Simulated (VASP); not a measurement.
A run of VASP 6.6.1:

Contents of POSCAR:

```
TiAl3
1.0
    2.8396770000      0.0000000000      0.0000000000
    0.0000000000      4.6812640000      0.0000000000
    0.0000000000      0.0000000000      4.9007420000
Ti Al
1 3
Direct
    0.0000000000      0.5000000000      0.1659160000
    0.5000000000      0.5000000000      0.6672710000
    0.5000000000      0.0000000000      0.3309120000
    0.0000000000      0.0000000000      0.8359000000
```

The input INCAR.step1:

```
PREC = Accurate
ENCUT = 520
ISMEAR = 0
SIGMA = 0.1
LREAL = False
LASPH = True
NELM = 60
NBANDS = 18
GGA = PE
ALGO = Normal
EDIFF = 1E-4
LWAVE = True
LCHARG = False
```

File INCAR.step2:

```
PREC = Accurate
ENCUT = 520
EDIFF = 1E-6
ISMEAR = 0
SIGMA = 0.1
LREAL = False
LASPH = True
NELM = 60
ALGO = Normal
ISIF = 2
LWAVE = False
LCHARG = False
METAGGA = R2SCAN
LMIXTAU = True
NBANDS = 18
ISTART = 1
```

KPOINTS

```
regular mesh
0
Gamma
  14 10 10
```

Potentials or basis: VASP PAW PBE potentials, release 64 (Ti_sv, Al).

Launch:

```sh
$ cat potpaw_PBE.64/Ti_sv/POTCAR potpaw_PBE.64/Al/POTCAR > POTCAR
$ cp INCAR.step1 INCAR
$ mpirun -np 1 vasp_std > vasp.out
$ cp INCAR.step2 INCAR
$ mpirun -np 1 vasp_std > vasp.out
```

Hardware: 1 thread of Intel(R) Xeon(R) Platinum 8259CL CPU @ 2.50GHz (Skylake/Cascade Lake) (shared host).

**Question.** How long does it take, and how much memory?

**Answer.** Wall time 14 min on 1 thread of Intel(R) Xeon(R) Platinum 8259CL CPU @ 2.50GHz (Skylake/Cascade Lake) (shared host), peak memory 0.43 GiB. Counts: k points 288.
